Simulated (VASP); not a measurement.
# KNbO3 (P4mm) in VASP: a series of runs

Aim: see how the results for KNbO3 move with the level of theory and the settings. Levels: RPBE, PBE, PBE+D4. Tasks: single point.

All numbers are computed with VASP 6.6.1; they aren't measurements. Logs are shortened: lines on timing, memory, paths and dates and some standing lists are left out, and cuts for length are marked.

### Step 1. The cell of the first run

It takes space group P4mm (No. 99, tetragonal). The conventional cell has a = 4.013 Å, b = 4.013 Å, c = 4.110 Å, α = 90.00°, β = 90.00°, γ = 90.00°. Within 3.7 Å of K (site symmetry 4mm) lie 12 O at 2.80 to 2.95 Å and 8 Nb at 3.47 to 3.54 Å. Nb (site symmetry 4mm) has 6 O at 1.88 to 2.23 Å within 2.5 Å. O (site symmetry 2mm) has 2 Nb at 2.01 Å and 4 K at 2.80 to 2.95 Å and 8 O at 2.84 to 2.88 Å within 3.0 Å. O (site symmetry 4mm) has 2 Nb at 1.88 to 2.23 Å within 2.5 Å.

### Step 2. Single point, RPBE

Contents of INCAR:

```
SYSTEM = KNbO3
ALGO = Normal
EDIFF = 1E-6
ENCUT = 600
GGA = RP
GGA_COMPAT = .False.
ISIF = 2
ISMEAR = 0
LASPH = .True.
LCHARG = .True.
LELF = .True.
LREAL = .False.
LVHAR = .True.
LWAVE = .False.
NBANDS = 28
NELM = 120
PREC = Accurate
SIGMA = 0.1
```

Contents of KPOINTS:

```
k-points
0
Gamma
  4 4 4
  0 0 0
```

Contents of POSCAR:

```
KNbO3
1.0
    4.0129726800      0.0000000000      0.0000000000
    0.0000000000      4.0129726800      0.0000000000
    0.0000000000      0.0000000000      4.1102918300
K Nb O
1 1 3
Direct
    0.5000000000      0.5000000000      0.4999545100
    0.0000000000      0.0000000000      0.0149157700
    0.5000000000      0.0000000000      0.9741423400
    0.0000000000      0.5000000000      0.9741423400
    0.0000000000      0.0000000000      0.4716460400
```

Potentials or basis: VASP PAW PBE potentials, release 64 (K_sv, Nb_sv, O).

Run with:

```
$ cat potpaw_PBE.64/K_sv/POTCAR potpaw_PBE.64/Nb_sv/POTCAR potpaw_PBE.64/O/POTCAR > POTCAR
$ mpirun -np 1 vasp_std > vasp.out
```

OUTCAR:

```text
SYSTEM = KNbO3
   EDIFF = 1E-6
   ENCUT = 600
   GGA = RP
   ISIF = 2
   ISMEAR = 0
   LASPH = .True.
   LREAL = .False.
   NELM = 120
   PREC = Accurate

 ion  position               nearest neighbor table
   1  0.500  0.500  0.500-   3 2.80   4 2.80   3 2.80   4 2.80   5 2.84   5 2.84   5 2.84   5 2.84

   2  0.000  0.000  0.015-   5 1.88   4 2.01   3 2.01   4 2.01   3 2.01   5 2.23
   3  0.500  0.000  0.974-   2 2.01   2 2.01   1 2.80   1 2.80
   4  0.000  0.500  0.974-   2 2.01   2 2.01   1 2.80   1 2.80
   5  0.000  0.000  0.472-   2 1.88   2 2.23   1 2.84   1 2.84   1 2.84   1 2.84

  LATTYP: Found a simple tetragonal cell.
 ALAT       =     4.0129726800
 C/A-ratio  =     1.0242511369

  Lattice vectors:

 A1 = (   4.0129726800,   0.0000000000,   0.0000000000)
 A2 = (   0.0000000000,   4.0129726800,   0.0000000000)
 A3 = (   0.0000000000,   0.0000000000,   4.1102918300)

Analysis of symmetry for initial positions (statically):
=====================================================================
 Subroutine PRICEL returns:
 Original cell was already a primitive cell.

 Routine SETGRP: Setting up the symmetry group for a
 simple tetragonal supercell.

 Subroutine GETGRP returns: Found  8 space group operations
 (whereof  8 operations were pure point group operations)
 out of a pool of 16 trial point group operations.

The static configuration has the point symmetry C_4v.

Analysis of symmetry for dynamics (positions and initial velocities):
=====================================================================
 Subroutine PRICEL returns:
 Original cell was already a primitive cell.

 Routine SETGRP: Setting up the symmetry group for a
 simple tetragonal supercell.

 Subroutine GETGRP returns: Found  8 space group operations
 (whereof  8 operations were pure point group operations)
 out of a pool of 16 trial point group operations.

The dynamic configuration has the point symmetry C_4v.

 Subroutine INISYM returns: Found  8 space group operations
 (whereof  8 operations are pure point group operations),
 and found     1 'primitive' translations

----------------------------------------------------------------------------------------

                                     Primitive cell

  volume of cell :      66.1919

  direct lattice vectors                    reciprocal lattice vectors
     4.012972680  0.000000000  0.000000000     0.249191829  0.000000000  0.000000000
     0.000000000  4.012972680  0.000000000     0.000000000  0.249191829  0.000000000
     0.000000000  0.000000000  4.110291830     0.000000000  0.000000000  0.243291728

  length of vectors
     4.012972680  4.012972680  4.110291830     0.249191829  0.249191829  0.243291728

  position of ions in fractional coordinates (direct lattice)
     0.500000000  0.500000000  0.499954510
     0.000000000  0.000000000  0.014915770
     0.500000000  0.000000000  0.974142340
     0.000000000  0.500000000  0.974142340
     0.000000000  0.000000000  0.471646040

  ion indices of the primitive-cell ions
   primitive index   ion index
                 1           1
                 2           2
                 3           3
                 4           4
                 5           5

----------------------------------------------------------------------------------------

 KPOINTS: k-points

Automatic generation of k-mesh.
 Grid dimensions read from file:
 generate k-points for:    4    4    4

 Generating k-lattice:

  Cartesian coordinates                     Fractional coordinates (reciprocal lattice)
     0.062297957  0.000000000  0.000000000     0.250000000  0.000000000  0.000000000
     0.000000000  0.062297957  0.000000000     0.000000000  0.250000000  0.000000000
     0.000000000  0.000000000  0.060822932     0.000000000  0.000000000  0.250000000

  Length of vectors
     0.062297957  0.062297957  0.060822932

  Shift w.r.t. Gamma in fractional coordinates (k-lattice)
     0.000000000  0.000000000  0.000000000

 Subroutine IBZKPT returns following result:
 ===========================================

 Found     18 irreducible k-points:

 Following reciprocal coordinates:
            Coordinates               Weight
  0.000000  0.000000  0.000000      1.000000
  0.250000  0.000000  0.000000      4.000000
  0.500000  0.000000  0.000000      2.000000
  0.250000  0.250000  0.000000      4.000000
  0.500000  0.250000  0.000000      4.000000
  0.500000  0.500000  0.000000      1.000000
[... 10 lines left out ...]
  0.500000  0.250000  0.500000      4.000000
  0.500000  0.500000  0.500000      1.000000
   k-points           NKPTS =     18   k-points in BZ     NKDIM =     18   number of bands    NBANDS=     28
   number of dos      NEDOS =    301   number of ions     NIONS =      5
   total plane-waves  NPLWV =  36864
   dimension x,y,z NGX =    32 NGY =   32 NGZ =   36
   dimension x,y,z NGXF=    64 NGYF=   64 NGZF=   72
   ions per type =               1   1   3
   NGX,Y,Z   is equivalent  to a cutoff of  13.26, 13.26, 14.56 a.u.
   NGXF,Y,Z  is equivalent  to a cutoff of  26.51, 26.51, 29.12 a.u.
 SYSTEM =  KNbO3
   PREC   = accura    normal or accurate (medium, high low for compatibility)
   ISTART =      0    job   : 0-new  1-cont  2-samecut
   ICHARG =      2    charge: 1-file 2-atom 10-const
   ISPIN  =      1    spin polarized calculation?
   LNONCOLLINEAR =      F non collinear calculations
   LSORBIT =      F    spin-orbit coupling
   LASPH  =      T    aspherical Exc in radial PAW
   ENCUT  =  600.0 eV  44.10 Ry    6.64 a.u.   8.01  8.01  8.21*2*pi/ulx,y,z
   NELM   =    120;   NELMIN=  2; NELMDL= -5     # of ELM steps
   EDIFF  = 0.1E-05   stopping-criterion for ELM
   LREAL  =      F    real-space projection
   EDIFFG = 0.1E-04   stopping-criterion for IOM
   NSW    =      0    number of steps for IOM
   IBRION =     -1    ionic relax: 0-MD 1-quasi-New 2-CG
   NFREE  =      0    steps in history (QN), initial steepest desc. (CG)
   ISIF   =      2    stress and relaxation
   ISYM   =      2    0-nonsym 1-usesym 2-fastsym
   POTIM  = 0.5000    time-step for ionic-motion
   TEBEG  =    0.0;   TEEND  =   0.0 temperature during run
   PSTRESS=    0.0 pullay stress
   NELECT =      40.0000    total number of electrons
   NUPDOWN=      -1.0000    fix difference up-down
   EMIN   =  10.00;   EMAX   =-10.00  energy-range for DOS
   EFERMI =   0.00;   METHOD = LEGACY
   ISMEAR =     0;   SIGMA  =   0.10  broadening in eV -4-tet -1-fermi 0-gaus
   EFERMI_NEDOS =   21; number of points for ismear=-14 and -15
   IALGO  =     38    algorithm
   IMIX   =      4    mixing-type and parameters
     AMIX     =   0.40;   BMIX     =  1.00
     AMIX_MAG =   1.60;   BMIX_MAG =  1.00
  volume/ion in A,a.u.               =      13.24        89.34
  Fermi-wavevector in a.u.,A,eV,Ry     =   1.384076  2.615524 26.064208  1.915665
  Thomas-Fermi vector in A             =   2.508614
   LORBIT       =      0    0 simple, 1 ext, 2 COOP (PROOUT), +10 PAW based schemes
   GGA     = RP    functional components
   LHFCALC =     F    Hartree Fock is set to
   AEXX    =    0.0000 exact exchange contribution
   IVDW    =     0    specifies the selected vdW correction
   LEPSILON=     F    determine dielectric tensor
   LRPA    =     F    only Hartree local field effects (RPA)
 non-spin polarized calculation
 Gauss-broadening in eV      SIGMA  =   0.10
  energy-cutoff  :      600.00
  volume of cell :       66.19
 maximum number of plane-waves:      2256
   NGX = 17   NGY = 17   NGZ = 17

 number of electron      40.0000000 magnetization

 Free energy of the ion-electron system (eV)
  ---------------------------------------------------
  ext. energy  EPLUGINS =         0.00000000
  ---------------------------------------------------
  free energy    TOTEN  =       -36.90322345 eV

  energy without entropy =      -36.90322345  energy(sigma->0) =      -36.90322345

 E-fermi :   3.7945     XC(G=0): -10.3210

 val. band max:        3.2656444144   @ k =   0.5000   0.5000   0.5000
 cond. band min:       4.8355344453   @ k =   0.0000   0.0000   0.0000
 fundamental gap:      1.5698900308
 Fermi energy:         3.7945055488

 k-point     1 :       0.0000    0.0000    0.0000
  band No.  band energies     occupation
      1     -51.7789      2.00000
      2     -27.9038      2.00000
      3     -27.8080      2.00000
      4     -27.8080      2.00000
      5     -24.3210      2.00000
      6     -13.9725      2.00000
[... 20 lines left out ...]
     27      11.3959      0.00000
     28      11.5478      0.00000

 k-point     2 :       0.2500    0.0000    0.0000
  band No.  band energies     occupation
      1     -51.7778      2.00000
      2     -27.9017      2.00000
      3     -27.8737      2.00000
      4     -27.8059      2.00000
      5     -24.3093      2.00000
      6     -13.9014      2.00000
[... 20 lines left out ...]
     27      12.1276      0.00000
     28      12.2247      0.00000

 k-point     3 :       0.5000    0.0000    0.0000
  band No.  band energies     occupation
      1     -51.7767      2.00000
      2     -27.9383      2.00000
      3     -27.8992      2.00000
      4     -27.8038      2.00000
      5     -24.2978      2.00000
      6     -13.9165      2.00000
[... 20 lines left out ...]
     27      12.8597      0.00000
     28      13.3984      0.00000

 k-point     4 :       0.2500    0.2500    0.0000
  band No.  band energies     occupation
      1     -51.7767      2.00000
      2     -27.8998      2.00000
      3     -27.8714      2.00000
      4     -27.8703      2.00000
      5     -24.3010      2.00000
      6     -13.7436      2.00000
[... 392 lines left out ...]
     27      13.3431      0.00000
     28      13.3506      0.00000

 k-point    17 :       0.5000    0.2500    0.5000
  band No.  band energies     occupation
      1     -51.7741      2.00000
      2     -27.9927      2.00000
      3     -27.9302      2.00000
      4     -27.8648      2.00000
      5     -24.2844      2.00000
      6     -13.1991      2.00000
[... 20 lines left out ...]
     27      13.0905      0.00000
     28      13.9687      0.00000

 k-point    18 :       0.5000    0.5000    0.5000
  band No.  band energies     occupation
      1     -51.7730      2.00000
      2     -27.9900      2.00000
      3     -27.9277      2.00000
      4     -27.9277      2.00000
      5     -24.2778      2.00000
      6     -12.7860      2.00000
[... 20 lines left out ...]
     27      13.7195      0.00000
     28      13.8771      0.00000

------------------------ aborting loop because EDIFF is reached ----------------------------------------

  FORCE on cell =-STRESS in cart. coord.  units (eV):
  Direction    XX          YY          ZZ          XY          YZ          ZX
  --------------------------------------------------------------------------------------
  -------------------------------------------------------------------------------------
  Total        1.3205234      1.3205234      1.4907840      0.0000000     -0.0000000      0.0000000
  in kB       31.9633011     31.9633011     36.0844625      0.0000000     -0.0000000      0.0000000
  external PRESSURE =      33.3370216 kB  Pullay stress =       0.0000000 kB

 VOLUME and BASIS-vectors are now :
 -----------------------------------------------------------------------------
  energy-cutoff  :      600.00
  volume of cell :       66.19
      direct lattice vectors                 reciprocal lattice vectors
     4.012972680  0.000000000  0.000000000     0.249191829  0.000000000  0.000000000
     0.000000000  4.012972680  0.000000000     0.000000000  0.249191829  0.000000000
     0.000000000  0.000000000  4.110291830     0.000000000  0.000000000  0.243291728

 POSITION                                       TOTAL-FORCE (eV/Angst)
 -----------------------------------------------------------------------------------
      2.00649      2.00649      2.05496         0.000000     -0.000000     -0.037296
      0.00000      0.00000      0.06131         0.000000      0.000000      0.381102
      2.00649      0.00000      4.00401         0.000000      0.000000      0.040058
      0.00000      2.00649      4.00401         0.000000      0.000000      0.040058
      0.00000      0.00000      1.93860         0.000000      0.000000     -0.423922
 -----------------------------------------------------------------------------------
    total drift:                                0.000000      0.000000      0.000692

  FREE ENERGIE OF THE ION-ELECTRON SYSTEM (eV)
  ---------------------------------------------------
  free  energy   TOTEN  =       -36.9032234504 eV

  energy  without entropy=      -36.9032234504  energy(sigma->0) =      -36.90322345
```

Run time: 35 s. Hardware: 1 thread of Intel Xeon Platinum 8259CL at 2.50GHz (Skylake/Cascade Lake), shared host; peak memory 0.2 GiB.

Results:

| Item | Value |
| --- | --- |
| Free energy | -36.9032 eV |
| Pressure | 3.3 GPa |
| Largest force | 0.424 eV/Å |
| Band gap on the k mesh | 1.57 eV (least direct gap 2.41 eV) |

Forces on the atoms (eV/Å):
```
K    0.000  0.000 -0.037
Nb   0.000  0.000  0.381
O    0.000  0.000  0.040
O    0.000  0.000  0.040
O    0.000  0.000 -0.424
```

Levels at points of the mesh, in eV from the valence-band top:
```tsv
k point	band 18	band 19	band 20	band 21	band 22	band 23
(0.00, 0.00, 0.00)	-1.05	-0.84	-0.84	1.57	2.22	2.22
(0.50, 0.00, 0.00)	-1.51	-1.50	-1.16	2.30	4.04	4.16
(0.50, 0.50, 0.00)	-1.49	-1.49	-0.03	4.17	4.17	5.08
(0.00, 0.00, 0.50)	-1.52	-0.83	-0.83	1.66	4.08	4.08
(0.50, 0.00, 0.50)	-1.44	-1.43	-0.23	4.07	4.11	4.97
(0.50, 0.50, 0.50)	-0.19	-0.19	0.00	5.05	5.05	5.13
```

Caveat: the cell stands under pressure; the PAW data sets were made with another functional, which shifts forces and pressure a little. A k mesh can miss the band edges.

(Part 1 of 2 ends here.)
